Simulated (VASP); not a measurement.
Here is a VASP 6.6.1 calculation.

Contents of POSCAR:

```
GaCo
1.0
    2.8391033400      0.0000000000      0.0000000000
    0.0000000000      2.8391033400      0.0000000000
    0.0000000000      0.0000000000      2.8391033400
Ga Co
1 1
Direct
    0.5000000000      0.5000000000      0.5000000000
    0.0000000000      0.0000000000      0.0000000000
```

INCAR.step1

```
  ALGO = Normal
  EDIFF = 1E-4
  ENCUT = 520
  GGA = PE
  ISMEAR = -5
  ISPIN = 2
  LASPH = True
  LCHARG = False
  LDAU = True
  LDAUJ = 0 0
  LDAUL = -1 2
  LDAUTYPE = 2
  LDAUU = 0 6.2
  LMAXMIX = 4
  LREAL = False
  LWAVE = True
  MAGMOM = 0 2
  NBANDS = 22
  NELM = 150
  PREC = Accurate
  SIGMA = 0.1
```

File INCAR.step2:

```
  ALGO = Normal
  EDIFF = 1E-7
  ENCUT = 520
  ISIF = 2
  ISMEAR = -5
  ISPIN = 2
  ISTART = 1
  LASPH = True
  LCHARG = True
  LDAU = True
  LDAUJ = 0 0
  LDAUL = -1 2
  LDAUPRINT = 1
  LDAUTYPE = 2
  LDAUU = 0 6.2
  LELF = True
  LMAXMIX = 4
  LMIXTAU = True
  LORBIT = 11
  LREAL = False
  LVHAR = True
  LWAVE = False
  MAGMOM = 0 2
  METAGGA = R2SCAN
  NBANDS = 22
  NELM = 150
  PREC = Accurate
  SIGMA = 0.1
```

Contents of KPOINTS:

```
k-points
0
Gamma
  9 9 9
```

Potentials or basis: VASP PAW PBE potentials, release 64 (Ga_d, Co).

Run with:

```console
$ cat potpaw_PBE.64/Ga_d/POTCAR potpaw_PBE.64/Co/POTCAR > POTCAR
$ cp INCAR.step1 INCAR
$ mpirun -np 1 vasp_std > vasp.out
$ cp INCAR.step2 INCAR
$ mpirun -np 1 vasp_std > vasp.out
```

(1) What does it give for the net moment?

(2) Predict the pressure.

(3) What does it give for the site moments?

Results:

(1) 1.85 μB per cell.

(2) 31.6 GPa.

(3) Ga -0.05; Co +1.91 μB.

Caveat: the PAW data sets were made with another functional, which shifts forces and pressure a little; the U is typed as a test and isn't derived for this compound; tetrahedron occupations give inexact forces and stress in metals.
